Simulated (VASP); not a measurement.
**Tl: relaxation of cell and atoms with PBEsol**

The system is Tl.

```
Tl
1.0
     0.00000    2.42509    2.42509
     2.42509    0.00000    2.42509
     2.42509    2.42509    0.00000
Tl
1
Direct
  0.00000 0.00000 0.00000
```

This isn't the form of Tl at room conditions, which is hcp.

* Program: VASP 6.6.1
* Task: relaxation of cell and atoms
* Functional: PBEsol
* Potentials or basis: VASP PAW PBE potentials, release 64 (Tl_d)
* Cutoff: 600 eV
* k mesh: 16 × 16 × 16
* Occupations: gaussian, width 0.1 eV
* Spin: no spin polarisation
* Dipole correction: no
* Further INCAR settings: ALGO = Normal; EDIFF = 1e-06; IBRION = 2; EDIFFG = -0.01; NSW = 80; ISIF = 3

```json
{
 "Relaxed volume": "28.30 Å³/atom",
 "Relaxed cell": "a = 3.420 Å, b = 3.420 Å, c = 3.420 Å, α = 60.00°, β = 60.00°, γ = 60.00°",
 "Space group after relaxing (to 0.1 Å)": "Fm-3m (No. 225)",
 "Energy gained by relaxing": "0.2 meV/atom",
 "Ionic steps": "2",
 "Pressure after relaxing": "0.0 GPa",
 "Band gap on the k mesh": "zero (an odd number of electrons rules out a gap without spin polarisation)"
}
```

The path:
| step | energy change (eV) | largest force (eV/Å) | pressure (GPa) | volume (Å³) |
| --- | --- | --- | --- | --- |
| 1 | 0.0000 | 0.0000 | -0.31 | 28.52 |
| 2 | -0.0002 | 0.0000 | -0.01 | 28.30 |

Final structure:
```yaml
crystal:
  lattice:
    - [0.00000, 2.41862, 2.41862]
    - [2.41862, 0.00000, 2.41862]
    - [2.41862, 2.41862, 0.00000]
  atoms:
    - { symbol: Tl, position: [0.00000, 0.00000, 0.00000] }
```

Levels at points of the mesh, in eV from the Fermi level:
```
           k point  band 2  band 3  band 4  band 5  band 6  band 7  band 8  band 9  band 10
(0.00, 0.00, 0.00)  -11.54  -11.54  -11.25  -11.25  -10.12   10.39   10.39   10.39    10.96
(0.50, 0.00, 0.00)  -11.53  -11.53  -11.00  -11.00   -5.30   -2.97    8.29    8.29    10.38
(0.50, 0.50, 0.00)  -11.81  -11.02  -10.93  -10.93   -3.56   -1.87    4.07    4.07     7.55
```

Wall time 73 s on 1 thread of Intel Xeon 8259CL, on a shared host, peak memory 0.2 GiB.

Caveat: the PAW data sets were made with another functional, which shifts forces and pressure a little; spin-orbit coupling is left out, which moves the levels of the heavy elements.
